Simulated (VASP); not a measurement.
A run of VASP 6.6.1 is set up as follows.

INCAR

```
PREC = Accurate ; ENCUT = 520
EDIFF = 1E-6 ; ISMEAR = 0
SIGMA = 0.02 ; LREAL = False
LASPH = True ; NELM = 60
ALGO = Normal ; ISIF = 2
LWAVE = False ; LCHARG = True
GGA = PE ; LELF = True
LVHAR = True ; NBANDS = 11
```

Contents of KPOINTS:

```
Automatic mesh
0
Gamma
  8 8 8
```

Contents of POSCAR:

```
MgS
1.0
    0.0000000000      3.0301635461      3.0301635461
    3.0301635461      0.0000000000      3.0301635461
    2.8035139423      2.8035139423      0.2266496037
Mg S
1 1
Direct
    0.0061135807      0.0061135807     -0.0183407421
    0.7438864193      0.7438864193      0.7683407421
```

Potentials or basis: VASP PAW PBE potentials, release 64 (Mg, S).

Run with:

```sh
$ cat potpaw_PBE.64/Mg/POTCAR potpaw_PBE.64/S/POTCAR > POTCAR
$ mpirun -np 1 vasp_std > vasp.out
```

Q: Estimate the pressure.

A: -3.4 GPa.

Q: What does it give for the band gap on the k mesh?

A: 2.59 eV, direct.

Q: Predict the largest force.

A: 0.089 eV/Å.

Forces on the atoms (eV/Å):
```
Mg  -0.052 -0.052  0.052
S    0.052  0.052 -0.052
```

Caveat: the cell differs from its parent crystal (strained and its atoms moved).
